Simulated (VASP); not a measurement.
# PbS in VASP: a series of runs

Runs on PbS. Level: r2SCAN. Tasks: single point.

Everything below comes from runs of VASP 6.6.1. Logs are shortened: lines on timing, memory, paths and dates and some standing lists are left out, and cuts for length are marked.

**1. The cell of the first run**

The structure is cubic, space group F-43m (No. 216). The conventional cell has a = 6.752 Å, b = 6.752 Å, c = 6.752 Å, α = 90.00°, β = 90.00°, γ = 90.00°. Pb (site symmetry -43m) has 4 S at 2.92 Å within 3.9 Å. Within 3.9 Å of S (site symmetry -43m) lie 4 Pb at 2.92 Å.

**2. Single point, r2SCAN (volume scaled by 1.070)**

Input file POSCAR:

```
PbS
1.0
    0.0000000000      3.3760950391      3.3760950391
    3.3760950391      0.0000000000      3.3760950391
    3.3760950391      3.3760950391      0.0000000000
Pb S
1 1
Direct
    0.0000000000      0.0000000000      0.0000000000
    0.2500000000      0.2500000000      0.2500000000
```

Input file INCAR.step1:

```
  PREC = Accurate
  ENCUT = 520
  ISMEAR = 0
  SIGMA = 0.05
  LREAL = F
  LASPH = T
  NELM = 80
  NBANDS = 17
  GGA = PE
  ALGO = Normal
  EDIFF = 1E-4
  LWAVE = T
  LCHARG = F
```

Input file INCAR.step2:

```
  PREC = Accurate
  ENCUT = 520
  EDIFF = 1E-6
  ISMEAR = 0
  SIGMA = 0.05
  LREAL = F
  LASPH = T
  NELM = 80
  ALGO = Normal
  ISIF = 2
  LWAVE = F
  LCHARG = F
  METAGGA = R2SCAN
  LMIXTAU = T
  NBANDS = 17
  ISTART = 1
```

Input file KPOINTS:

```
regular mesh
0
Gamma
  6 6 6
```

Potentials or basis: VASP PAW PBE potentials, release 64 (Pb_d, S).

Launch:

```
$ cat potpaw_PBE.64/Pb_d/POTCAR potpaw_PBE.64/S/POTCAR > POTCAR
$ cp INCAR.step1 INCAR
$ mpirun -np 1 vasp_std > vasp.out
$ cp INCAR.step2 INCAR
$ mpirun -np 1 vasp_std > vasp.out
```

OUTCAR:

```text
PREC = Accurate
   ENCUT = 520
   EDIFF = 1E-6
   ISMEAR = 0
   LREAL = F
   LASPH = T
   NELM = 80
   ISIF = 2
   METAGGA = R2SCAN
   ISTART = 1

 ion  position               nearest neighbor table
   1  0.000  0.000  0.000-   2 2.92   2 2.92   2 2.92   2 2.92
   2  0.250  0.250  0.250-   1 2.92   1 2.92   1 2.92   1 2.92

  LATTYP: Found a face centered cubic cell.
 ALAT       =     6.7521900782

  Lattice vectors:

 A1 = (   0.0000000000,   3.3760950391,   3.3760950391)
 A2 = (   3.3760950391,   0.0000000000,   3.3760950391)
 A3 = (   3.3760950391,   3.3760950391,   0.0000000000)

Analysis of symmetry for initial positions (statically):
=====================================================================
 Subroutine PRICEL returns:
 Original cell was already a primitive cell.

 Routine SETGRP: Setting up the symmetry group for a
 face centered cubic supercell.

 Subroutine GETGRP returns: Found 24 space group operations
 (whereof 24 operations were pure point group operations)
 out of a pool of 48 trial point group operations.

The static configuration has the point symmetry T_d .

Analysis of symmetry for dynamics (positions and initial velocities):
=====================================================================
 Subroutine PRICEL returns:
 Original cell was already a primitive cell.

 Routine SETGRP: Setting up the symmetry group for a
 face centered cubic supercell.

 Subroutine GETGRP returns: Found 24 space group operations
 (whereof 24 operations were pure point group operations)
 out of a pool of 48 trial point group operations.

The dynamic configuration has the point symmetry T_d .

 Subroutine INISYM returns: Found 24 space group operations
 (whereof 24 operations are pure point group operations),
 and found     1 'primitive' translations

----------------------------------------------------------------------------------------

                                     Primitive cell

  volume of cell :      76.9616

  direct lattice vectors                    reciprocal lattice vectors
     0.000000000  3.376095039  3.376095039    -0.148100096  0.148100096  0.148100096
     3.376095039  0.000000000  3.376095039     0.148100096 -0.148100096  0.148100096
     3.376095039  3.376095039  0.000000000     0.148100096  0.148100096 -0.148100096

  length of vectors
     4.774519392  4.774519392  4.774519392     0.256516891  0.256516891  0.256516891

  position of ions in fractional coordinates (direct lattice)
     0.000000000  0.000000000  0.000000000
     0.250000000  0.250000000  0.250000000

  ion indices of the primitive-cell ions
   primitive index   ion index
                 1           1
                 2           2

----------------------------------------------------------------------------------------

 KPOINTS: regular mesh

Automatic generation of k-mesh.
 Grid dimensions read from file:
 generate k-points for:    6    6    6

 Generating k-lattice:

  Cartesian coordinates                     Fractional coordinates (reciprocal lattice)
    -0.024683349  0.024683349  0.024683349     0.166666667  0.000000000  0.000000000
     0.024683349 -0.024683349  0.024683349     0.000000000  0.166666667  0.000000000
     0.024683349  0.024683349 -0.024683349     0.000000000  0.000000000  0.166666667

  Length of vectors
     0.042752815  0.042752815  0.042752815

  Shift w.r.t. Gamma in fractional coordinates (k-lattice)
     0.000000000  0.000000000  0.000000000

 Subroutine IBZKPT returns following result:
 ===========================================

 Found     16 irreducible k-points:

 Following reciprocal coordinates:
            Coordinates               Weight
  0.000000  0.000000  0.000000      1.000000
  0.166667  0.000000  0.000000      8.000000
  0.333333  0.000000  0.000000      8.000000
  0.500000  0.000000  0.000000      4.000000
  0.166667  0.166667  0.000000      6.000000
  0.333333  0.166667  0.000000     24.000000
[... 8 lines left out ...]
 -0.333333  0.333333  0.166667     24.000000
 -0.333333  0.500000  0.166667     12.000000
   k-points           NKPTS =     16   k-points in BZ     NKDIM =     16   number of bands    NBANDS=     17
   number of dos      NEDOS =    301   number of ions     NIONS =      2
   total plane-waves  NPLWV =  46656
   dimension x,y,z NGX =    36 NGY =   36 NGZ =   36
   dimension x,y,z NGXF=    72 NGYF=   72 NGZF=   72
   ions per type =               1   1
   NGX,Y,Z   is equivalent  to a cutoff of  12.53, 12.53, 12.53 a.u.
   NGXF,Y,Z  is equivalent  to a cutoff of  25.07, 25.07, 25.07 a.u.
 SYSTEM =  unknown system
   PREC   = accura    normal or accurate (medium, high low for compatibility)
   ISTART =      1    job   : 0-new  1-cont  2-samecut
   ICHARG =      0    charge: 1-file 2-atom 10-const
   ISPIN  =      1    spin polarized calculation?
   LNONCOLLINEAR =      F non collinear calculations
   LSORBIT =      F    spin-orbit coupling
   LASPH  =      T    aspherical Exc in radial PAW
   ENCUT  =  520.0 eV  38.22 Ry    6.18 a.u.   8.88  8.88  8.88*2*pi/ulx,y,z
   NELM   =     80;   NELMIN=  2; NELMDL=  0     # of ELM steps
   EDIFF  = 0.1E-05   stopping-criterion for ELM
   LREAL  =      F    real-space projection
   EDIFFG = 0.1E-04   stopping-criterion for IOM
   NSW    =      0    number of steps for IOM
   IBRION =     -1    ionic relax: 0-MD 1-quasi-New 2-CG
   NFREE  =      0    steps in history (QN), initial steepest desc. (CG)
   ISIF   =      2    stress and relaxation
   ISYM   =      2    0-nonsym 1-usesym 2-fastsym
   POTIM  = 0.5000    time-step for ionic-motion
   TEBEG  =    0.0;   TEEND  =   0.0 temperature during run
   PSTRESS=    0.0 pullay stress
   NELECT =      20.0000    total number of electrons
   NUPDOWN=      -1.0000    fix difference up-down
   EMIN   =  10.00;   EMAX   =-10.00  energy-range for DOS
   EFERMI =   0.00;   METHOD = LEGACY
   ISMEAR =     0;   SIGMA  =   0.05  broadening in eV -4-tet -1-fermi 0-gaus
   EFERMI_NEDOS =   21; number of points for ismear=-14 and -15
   IALGO  =     38    algorithm
   IMIX   =      4    mixing-type and parameters
     AMIX     =   0.40;   BMIX     =  1.00
     AMIX_MAG =   1.60;   BMIX_MAG =  1.00
  volume/ion in A,a.u.               =      38.48       259.68
  Fermi-wavevector in a.u.,A,eV,Ry     =   1.044705  1.974205 14.849503  1.091408
  Thomas-Fermi vector in A             =   2.179469
   LORBIT       =      0    0 simple, 1 ext, 2 COOP (PROOUT), +10 PAW based schemes
   METAGGA = R2SCAN    functional components
   LHFCALC =     F    Hartree Fock is set to
   AEXX    =    0.0000 exact exchange contribution
   IVDW    =     0    specifies the selected vdW correction
   LEPSILON=     F    determine dielectric tensor
   LRPA    =     F    only Hartree local field effects (RPA)
 non-spin polarized calculation
 Gauss-broadening in eV      SIGMA  =   0.05
  energy-cutoff  :      520.00
  volume of cell :       76.96
 maximum number of plane-waves:      2090
   NGX = 17   NGY = 17   NGZ = 17

 number of electron      20.0000003 magnetization

 Free energy of the ion-electron system (eV)
  ---------------------------------------------------
  ext. energy  EPLUGINS =         0.00000000
  ---------------------------------------------------
  free energy    TOTEN  =       -65.07584177 eV

  energy without entropy =      -65.07584177  energy(sigma->0) =      -65.07584177

 E-fermi :   2.2354     XC(G=0):  -8.1737

 val. band max:        1.9672530294   @ k =  -0.3333   0.5000   0.1667
 cond. band min:       3.1779733725   @ k =   0.5000   0.5000   0.0000
 fundamental gap:      1.2107203431
 Fermi energy:         2.2353804266

 k-point     1 :       0.0000    0.0000    0.0000
  band No.  band energies     occupation
      1     -15.1309      2.00000
      2     -15.1309      2.00000
      3     -15.1309      2.00000
      4     -15.1020      2.00000
      5     -15.1020      2.00000
      6     -10.6859      2.00000
[... 9 lines left out ...]
     16      11.1879      0.00000
     17      12.0166      0.00000

 k-point     2 :       0.1667    0.0000    0.0000
  band No.  band energies     occupation
      1     -15.1368      2.00000
      2     -15.1283      2.00000
      3     -15.1283      2.00000
      4     -15.1017      2.00000
      5     -15.1017      2.00000
      6     -10.5494      2.00000
[... 9 lines left out ...]
     16      10.4414      0.00000
     17      11.3012      0.00000

 k-point     3 :       0.3333    0.0000    0.0000
  band No.  band energies     occupation
      1     -15.1486      2.00000
      2     -15.1243      2.00000
      3     -15.1243      2.00000
      4     -15.1000      2.00000
      5     -15.1000      2.00000
      6     -10.2350      2.00000
[... 9 lines left out ...]
     16      10.5081      0.00000
     17      11.6143      0.00000

 k-point     4 :       0.5000    0.0000    0.0000
  band No.  band energies     occupation
      1     -15.1545      2.00000
      2     -15.1230      2.00000
      3     -15.1230      2.00000
      4     -15.0984      2.00000
      5     -15.0984      2.00000
      6     -10.0483      2.00000
[... 9 lines left out ...]
     16      11.2488      0.00000
     17      11.2488      0.00000
[... 183 lines left out ...]
      1     -15.1595      2.00000
      2     -15.1198      2.00000
      3     -15.1158      2.00000
      4     -15.1041      2.00000
      5     -15.0978      2.00000
      6      -9.9998      2.00000
[... 9 lines left out ...]
     16      11.5805      0.00000
     17      12.6012      0.00000

 k-point    15 :      -0.3333    0.3333    0.1667
  band No.  band energies     occupation
      1     -15.1618      2.00000
      2     -15.1200      2.00000
      3     -15.1135      2.00000
      4     -15.1030      2.00000
      5     -15.0985      2.00000
      6      -9.8621      2.00000
[... 9 lines left out ...]
     16      11.3818      0.00000
     17      12.5526      0.00000

 k-point    16 :      -0.3333    0.5000    0.1667
  band No.  band energies     occupation
      1     -15.1672      2.00000
      2     -15.1163      2.00000
      3     -15.1106      2.00000
      4     -15.1055      2.00000
      5     -15.0971      2.00000
      6      -9.7943      2.00000
[... 9 lines left out ...]
     16      12.1897      0.00000
     17      12.2267      0.00000

------------------------ aborting loop because EDIFF is reached ----------------------------------------

  FORCE on cell =-STRESS in cart. coord.  units (eV):
  Direction    XX          YY          ZZ          XY          YZ          ZX
  --------------------------------------------------------------------------------------
  -------------------------------------------------------------------------------------
  Total       -1.0919629     -1.0919629     -1.0919629      0.0000000      0.0000000     -0.0000000
  in kB      -22.7323582    -22.7323582    -22.7323582      0.0000000      0.0000000     -0.0000000
  external PRESSURE =     -22.7323582 kB  Pullay stress =       0.0000000 kB

 VOLUME and BASIS-vectors are now :
 -----------------------------------------------------------------------------
  energy-cutoff  :      520.00
  volume of cell :       76.96
      direct lattice vectors                 reciprocal lattice vectors
     0.000000000  3.376095039  3.376095039    -0.148100096  0.148100096  0.148100096
     3.376095039  0.000000000  3.376095039     0.148100096 -0.148100096  0.148100096
     3.376095039  3.376095039  0.000000000     0.148100096  0.148100096 -0.148100096

 POSITION                                       TOTAL-FORCE (eV/Angst)
 -----------------------------------------------------------------------------------
      0.00000      0.00000      0.00000         0.000000      0.000000      0.000000
      1.68805      1.68805      1.68805        -0.000000     -0.000000     -0.000000
 -----------------------------------------------------------------------------------
    total drift:                                0.000000      0.000000      0.000000

  FREE ENERGIE OF THE ION-ELECTRON SYSTEM (eV)
  ---------------------------------------------------
  free  energy   TOTEN  =       -65.0758417670 eV

  energy  without entropy=      -65.0758417670  energy(sigma->0) =      -65.07584177
```

Wall time 1.7 min (1 thread of Intel Xeon Platinum 8375C at 2.90GHz (Ice Lake), shared host); peak memory 0.22 GiB.

What came out:

| Item | Value |
| --- | --- |
| Free energy | -65.0758 eV |
| Pressure | -2.3 GPa |
| Band gap on the k mesh | 1.21 eV, indirect (least direct gap 1.53 eV) |

Levels at points of the mesh, in eV from the valence-band top:
| k point | band 7 | band 8 | band 9 | band 10 | band 11 | band 12 | band 13 | band 14 |
| --- | --- | --- | --- | --- | --- | --- | --- | --- |
| (0.00, 0.00, 0.00) | -6.08 | -1.51 | -1.51 | -1.51 | 2.88 | 2.88 | 2.88 | 5.46 |
| (0.50, 0.00, 0.00) | -7.64 | -1.97 | -1.97 | -1.69 | 3.56 | 3.56 | 3.82 | 7.32 |
| (0.50, 0.50, 0.00) | -8.01 | -2.62 | -2.62 | -0.32 | 1.21 | 5.32 | 5.32 | 6.39 |

Caveat: the PAW data sets were made with another functional, which shifts forces and pressure a little; spin-orbit coupling is left out, which moves the levels of the heavy elements. A k mesh can miss the band edges.

(Part 1 of 2 ends here.)
